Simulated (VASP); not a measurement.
# Li3Mg3B2N6 in VASP: notebook, part 3 of 3

VASP 6.6.1. The steps go on from the part before.

## (4) Single point, PBEsol

This run uses another cell than the first one.

INCAR reads:

```
SYSTEM = Li3Mg3B2N6
PREC     = Accurate       ! precision mode
ENCUT    = 520            ! plane-wave cutoff, eV
EDIFF    = 1E-7           ! SCF threshold, eV
ISMEAR   = 1              ! smearing method
SIGMA    = 0.2            ! smearing width, eV
LREAL    = .FALSE.        ! projectors in reciprocal space
LASPH    = .TRUE.         ! aspherical terms in the spheres
NELM     = 60             ! most SCF steps
ALGO     = Fast           ! electronic algorithm
ISIF     = 2              ! what is computed and relaxed
LWAVE    = .FALSE.        ! write WAVECAR
LCHARG   = .TRUE.         ! write CHGCAR
LDIPOL   = .TRUE.       
IDIPOL   = 3            
DIPOL    = 0.5 0.5 0.500
GGA      = PS             ! functional
LELF     = .TRUE.         ! ELF
LVHAR    = .TRUE.       
LVACPOTAV= .TRUE.       
NBANDS   = 38             ! bands
```

KPOINTS reads:

```
Automatic mesh
0
G
  7 7 1
  0 0 0
```

POSCAR reads:

```
Li3Mg3B2N6
1.0
    3.7791680991      0.0000000000      0.0000000000
    0.0000000000      3.7791680991      0.0000000000
    0.0000000000      0.0000000000     25.5870566249
N Li Mg B
6 3 3 2
Direct
    0.5000000000      0.5000000000      0.2931169501
    0.0000000000      0.0000000000      0.3610739756
    0.0000000000      0.0000000000      0.4660214873
    0.5000000000      0.5000000000      0.5339785127
    0.5000000000      0.5000000000      0.6389260244
    0.0000000000      0.0000000000      0.7068830499
    0.0000000000      0.5000000000      0.3270954628
    0.5000000000      0.0000000000      0.5000000000
    0.0000000000      0.5000000000      0.6729045372
    0.5000000000      0.0000000000      0.3270954628
    0.0000000000      0.5000000000      0.5000000000
    0.5000000000      0.0000000000      0.6729045372
    0.0000000000      0.0000000000      0.4135477314
    0.5000000000      0.5000000000      0.5864522686
```

Potentials or basis: VASP PAW PBE potentials, release 64 (N, Li_sv, Mg, B).

Started as:

```
cat potpaw_PBE.64/N/POTCAR potpaw_PBE.64/Li_sv/POTCAR potpaw_PBE.64/Mg/POTCAR potpaw_PBE.64/B/POTCAR > POTCAR
mpirun -np 1 vasp_std > vasp.out
```

OUTCAR:

```text
SYSTEM = Li3Mg3B2N6
   PREC = Accurate
   ENCUT = 520
   EDIFF = 1E-7
   ISMEAR = 1
   LREAL = .FALSE.
   LASPH = .TRUE.
   NELM = 60
   ISIF = 2
   GGA = PS

 ion  position               nearest neighbor table
   1  0.500  0.500  0.293-   7 2.08  10 2.08  10 2.08   7 2.08
   2  0.000  0.000  0.361-  13 1.34  10 2.08   7 2.08   7 2.08  10 2.08
   3  0.000  0.000  0.466-  13 1.34  11 2.08   8 2.08  11 2.08   8 2.08
   4  0.500  0.500  0.534-  14 1.34  11 2.08   8 2.08   8 2.08  11 2.08
   5  0.500  0.500  0.639-  14 1.34  12 2.08   9 2.08  12 2.08   9 2.08
   6  0.000  0.000  0.707-   9 2.08  12 2.08   9 2.08  12 2.08
   7  0.000  0.500  0.327-   1 2.08   1 2.08   2 2.08   2 2.08  10 2.67  10 2.67  10 2.67  10 2.67

   8  0.500  0.000  0.500-   3 2.08   4 2.08   4 2.08   3 2.08  11 2.67  11 2.67  11 2.67  11 2.67

   9  0.000  0.500  0.673-   6 2.08   6 2.08   5 2.08   5 2.08  12 2.67  12 2.67  12 2.67  12 2.67

  10  0.500  0.000  0.327-   1 2.08   1 2.08   2 2.08   2 2.08   7 2.67   7 2.67   7 2.67   7 2.67
                            13 2.91  13 2.91
  11  0.000  0.500  0.500-   3 2.08   4 2.08   3 2.08   4 2.08   8 2.67   8 2.67   8 2.67   8 2.67
                            13 2.91  14 2.91  14 2.91  13 2.91
[... 616 lines left out ...]
  -------------------------------------------------------------------------------------
  Total        0.5241681      0.5241681     -1.5095475      0.0000000      0.0000000      0.0000000
  in kB        2.2980974      2.2980974     -6.6182722      0.0000000      0.0000000      0.0000000
  external PRESSURE =      -0.6740258 kB  Pullay stress =       0.0000000 kB

 VOLUME and BASIS-vectors are now :
 -----------------------------------------------------------------------------
  energy-cutoff  :      520.00
  volume of cell :      365.44
      direct lattice vectors                 reciprocal lattice vectors
     3.779168099  0.000000000  0.000000000     0.264608499  0.000000000  0.000000000
     0.000000000  3.779168099  0.000000000     0.000000000  0.264608499  0.000000000
     0.000000000  0.000000000 25.587056625     0.000000000  0.000000000  0.039082260

 POSITION                                       TOTAL-FORCE (eV/Angst)
 -----------------------------------------------------------------------------------
      1.88958      1.88958      7.50000         0.000000      0.000000      1.310828
      0.00000      0.00000      9.23882         0.000000      0.000000      0.201528
      0.00000      0.00000     11.92412         0.000000      0.000000      0.054003
      1.88958      1.88958     13.66294         0.000000      0.000000     -0.054003
      1.88958      1.88958     16.34824         0.000000      0.000000     -0.201528
      0.00000      0.00000     18.08706         0.000000      0.000000     -1.310828
      0.00000      1.88958      8.36941         0.000000      0.000000     -0.483514
      1.88958      0.00000     12.79353         0.000000      0.000000     -0.000000
      0.00000      1.88958     17.21765         0.000000      0.000000      0.483514
      1.88958      0.00000      8.36941         0.000000      0.000000     -1.157620
      0.00000      1.88958     12.79353         0.000000      0.000000     -0.000000
      1.88958      0.00000     17.21765         0.000000      0.000000      1.157620
      0.00000      0.00000     10.58147         0.000000      0.000000      0.109049
      1.88958      1.88958     15.00559         0.000000      0.000000     -0.109049
 -----------------------------------------------------------------------------------
    total drift:                                0.000000      0.000000      0.000000

  FREE ENERGIE OF THE ION-ELECTRON SYSTEM (eV)
  ---------------------------------------------------
  free  energy   TOTEN  =       -81.0959519447 eV

  energy  without entropy=      -81.0672364299  energy(sigma->0) =      -81.08638011

 vacuum level on the upper side and lower side of the slab         3.951         3.951
```

OSZICAR:

```text
N       E                     dE             d eps       ncg     rms          rms(c)
DAV:   1     0.388958845946E+03    0.38896E+03   -0.20371E+04   776   0.112E+03
DAV:   2    -0.205774642509E+02   -0.40954E+03   -0.39228E+03   984   0.281E+02
DAV:   3    -0.858920216960E+02   -0.65315E+02   -0.63816E+02   952   0.108E+02
[... 23 lines left out ...]
RMM:  27    -0.810959508085E+02   -0.21906E-05   -0.78587E-06  1335   0.105E-02    0.226E-03
RMM:  28    -0.810959514625E+02   -0.65410E-06   -0.46548E-06  1190   0.818E-03    0.179E-03
RMM:  29    -0.810959517740E+02   -0.31145E-06   -0.25883E-06  1124   0.665E-03    0.121E-03
RMM:  30    -0.810959519020E+02   -0.12800E-06   -0.17173E-06  1096   0.582E-03    0.929E-04
RMM:  31    -0.810959519447E+02   -0.42674E-07   -0.93837E-07  1014   0.504E-03
   1 F= -.81095952E+02 E0= -.81086380E+02  d E =-.287155E-01
```

stdout:

```text
POSCAR found type information on POSCAR N LiMgB
 POSCAR found :  4 types and      14 ions
 scaLAPACK will be used
 -----------------------------------------------------------------------------
|                                                                             |
[... 32 lines left out ...]
|     field-free region was found. Please increase the size of  your cell     |
|     in the dimension of the dipole correction to obtain accurate            |
|     workfunction values.                                                    |
|                                                                             |
 -----------------------------------------------------------------------------
```

It took 12 min on 1 thread of Oxide Virtual Turin-like, shared host; peak memory 0.43 GiB.

What came out:

```yaml
Free_energy: -81.0960 eV
Largest_force: 1.311 eV/Å
Band_gap_on_the_k_mesh: zero (an odd number of electrons rules out a gap without spin polarisation)
```

Forces on the atoms (eV/Å):
```
N    0.000  0.000  1.311
N    0.000  0.000  0.202
N    0.000  0.000  0.054
N    0.000  0.000 -0.054
N    0.000  0.000 -0.202
N    0.000  0.000 -1.311
Li   0.000  0.000 -0.484
Li   0.000  0.000  0.000
Li   0.000  0.000  0.484
Mg   0.000  0.000 -1.158
Mg   0.000  0.000  0.000
Mg   0.000  0.000  1.158
B    0.000  0.000  0.109
B    0.000  0.000 -0.109
```

Levels at points of the mesh, in eV from the Fermi level:
| k point | band 22 | band 23 | band 24 | band 25 | band 26 | band 27 | band 28 | band 29 |
| --- | --- | --- | --- | --- | --- | --- | --- | --- |
| (0.00, 0.00, 0.00) | -0.47 | -0.44 | 0.00 | 0.00 | 0.10 | 0.10 | 2.30 | 2.76 |

Caveat: the cutoff is under 1.25 times the usual one of these potentials, so pressure, stress and relaxed cells hold a basis-set (Pulay) error; the PAW data sets were made with another functional, which shifts forces and pressure a little; an odd number of electrons without spin polarisation forces a metal; a magnetic or distorted state may lie lower.

## (5) Single point, PBEsol

This run uses another cell than the first one.

INCAR reads:

```
SYSTEM = Li3Mg3B2N6
  ALGO = Fast
  DIPOL = 0.5 0.5 0.500
  EDIFF = 1E-6
  ENCUT = 520
  GGA = PS
  IDIPOL = 3
  ISIF = 2
  ISMEAR = 0
  LASPH = .True.
  LCHARG = .False.
  LDIPOL = .True.
  LREAL = .False.
  LWAVE = .False.
  NBANDS = 38
  NELM = 80
  PREC = Accurate
  SIGMA = 0.05
```

KPOINTS reads:

```
k-points
0
Gamma
  7 7 1
  0 0 0
```

POSCAR reads:

```
Li3Mg3B2N6
1.0
    3.7791680991      0.0000000000      0.0000000000
    0.0000000000      3.7791680991      0.0000000000
    0.0000000000      0.0000000000     32.5870566249
N Li Mg B
6 3 3 2
Direct
    0.5000000000      0.5000000000      0.3375573353
    0.0000000000      0.0000000000      0.3909165656
    0.0000000000      0.0000000000      0.4733203849
    0.5000000000      0.5000000000      0.5266796151
    0.5000000000      0.5000000000      0.6090834344
    0.0000000000      0.0000000000      0.6624426647
    0.0000000000      0.5000000000      0.3642369504
    0.5000000000      0.0000000000      0.5000000000
    0.0000000000      0.5000000000      0.6357630496
    0.5000000000      0.0000000000      0.3642369504
    0.0000000000      0.5000000000      0.5000000000
    0.5000000000      0.0000000000      0.6357630496
    0.0000000000      0.0000000000      0.4321184752
    0.5000000000      0.5000000000      0.5678815248
```

Started as:

```
cat potpaw_PBE.64/N/POTCAR potpaw_PBE.64/Li_sv/POTCAR potpaw_PBE.64/Mg/POTCAR potpaw_PBE.64/B/POTCAR > POTCAR
mpirun -np 1 vasp_std > vasp.out
```

Run time: 13 min. Hardware: 1 thread of Oxide Virtual Turin-like, shared host; peak memory 0.52 GiB.

The run converged. Its results:

- Free energy: -81.0891 eV
- Largest force: 1.332 eV/Å
- Band gap on the k mesh: zero (an odd number of electrons rules out a gap without spin polarisation)

Forces in eV/Å, atoms in the order of the input:
```
N    0.000  0.000  1.332
N    0.000  0.000  0.205
N    0.000  0.000  0.056
N    0.000  0.000 -0.056
N    0.000  0.000 -0.205
N    0.000  0.000 -1.332
Li   0.000  0.000 -0.485
Li   0.000  0.000  0.000
Li   0.000  0.000  0.485
Mg   0.000  0.000 -1.179
Mg   0.000  0.000  0.000
Mg   0.000  0.000  1.179
B    0.000  0.000  0.106
B    0.000  0.000 -0.106
```

Levels at points of the mesh, in eV from the Fermi level:
```tsv
k point	band 23	band 24	band 25	band 26	band 27	band 28
(0.00, 0.00, 0.00)	-0.45	0.00	0.00	0.09	0.09	2.28
```

Caveat: the cutoff is under 1.25 times the usual one of these potentials, so pressure, stress and relaxed cells hold a basis-set (Pulay) error; the PAW data sets were made with another functional, which shifts forces and pressure a little; an odd number of electrons without spin polarisation forces a metal; a magnetic or distorted state may lie lower.

## (6) Overview

| cell | smearing | further INCAR settings | gap on the mesh (eV) | largest force (eV/Å) |
| --- | --- | --- | --- | --- |
| a = 3.779, b = 3.779, c = 20.587 Å, 14 atoms | gaussian 0.05 eV | ALGO = Fast; EDIFF = 1e-06; NBANDS = 38 | none | 1.33 |
| a = 3.779, b = 3.779, c = 25.587 Å, 14 atoms | gaussian 0.05 eV | ALGO = Fast; EDIFF = 1e-07; NBANDS = 38 | none | 1.33 |
| a = 3.779, b = 3.779, c = 25.587 Å, 14 atoms | methfessel-paxton 0.2 eV | ALGO = Fast; EDIFF = 1e-07; NBANDS = 38 | none | 1.31 |
| a = 3.779, b = 3.779, c = 32.587 Å, 14 atoms | gaussian 0.05 eV | ALGO = Fast; EDIFF = 1e-06; NBANDS = 38 | none | 1.33 |

Alike in all rows: task single point; level PBEsol; potentials or basis VASP PAW PBE potentials, release 64 (N, Li_sv, Mg, B); no spin polarisation; k mesh 7 × 7 × 1; cutoff (eV) 520.

Caveats: the cutoff is under 1.25 times the usual one of these potentials, so pressure, stress and relaxed cells hold a basis-set (Pulay) error; the PAW data sets were made with another functional, which shifts forces and pressure a little; an odd number of electrons without spin polarisation forces a metal; a magnetic or distorted state may lie lower.

Absolute energies hang on the potentials; compare differences alone.
